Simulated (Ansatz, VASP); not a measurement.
# CdS in VASP and in Ansatz

INCAR

```
PREC     = Accurate       # precision mode
ENCUT    = 520            # plane-wave cutoff, eV
EDIFF    = 1E-7           # SCF threshold, eV
ISMEAR   = -1             # smearing method
SIGMA    = 0.05           # smearing width, eV
LREAL    = False          # projectors in reciprocal space
LASPH    = True           # aspherical terms in the spheres
NELM     = 100            # most SCF steps
ALGO     = Normal         # electronic algorithm
ISIF     = 2              # what is computed and relaxed
LWAVE    = False          # write WAVECAR
LCHARG   = False          # write CHGCAR
GGA      = PS             # functional
NBANDS   = 16             # bands
```

Contents of KPOINTS:

```
regular mesh
0
Gamma
  7 7 5
```

The input POSCAR:

```
CdS
1.0
    4.3447431501      0.0000000000      0.0000000000
   -2.1723715751      3.7626579410      0.0000000000
    0.0000000000      0.0000000000      5.9180091532
Cd S
1 1
Direct
    0.0000000000      0.0000000000      0.4426919200
    0.6666666667      0.3333333333      0.4343080800
```

File input.yaml:

```yaml
crystal:
  lattice:
    - [4.3447431501, 0.0, 0.0]
    - [-2.1723715751, 3.762657941, 0.0]
    - [0.0, 0.0, 5.9180091532]
  atoms:
    - { symbol: Cd, position: [0.0, 0.0, 0.44269192] }
    - { symbol: S, position: [0.6666666667, 0.3333333333, 0.43430808] }
kpoints:
  mp_grid: { grid: [7, 7, 5] }
scf:
  occupations: { method: fermi_dirac, width: 0.05 }
hamiltonian:
  xc: pbesol
  pseudopotentials: { kind: all_electron, lapw: { basis_error: 0.001 } }
output:
  forces: true
  stress: true
  eigenvalues: true
```

Change from the starting cell: volume scaled by 1.06.

Alike in both runs: task single point; functional PBEsol; k mesh 7 × 7 × 5; occupations fermi-dirac, width 0.05 eV; no spin polarisation.

|  | VASP | Ansatz |
| --- | --- | --- |
| version | VASP 6.6.1 | Ansatz 0.2.0 |
| potentials or method | VASP PAW PBE potentials, release 64 (Cd, S), cutoff 520 eV | all-electron LAPW, scalar-relativistic |

|  | VASP | Ansatz | Ansatz less VASP |
| --- | --- | --- | --- |
| gap on the k mesh at the Fermi level (eV) | 1.25 | 1.24 | -0.006 |
| least direct gap on the mesh (eV) | 1.31 | 1.31 | 0.000 |
| pressure (GPa) | -2.6 | -2.7 | -0.14 |
| traceless stress, the component that is largest in VASP (GPa) | 2.58 | 2.73 | +0.152 |
| rms of the force components (eV/Å) | 0.015 | 0.016 | +0.0013 |

VASP's potentials were made for PBE, not for PBEsol. Atom by atom the forces differ by 0.001 eV/Å (rms over components). Ansatz ran all-electron here, and VASP with PAW potentials.
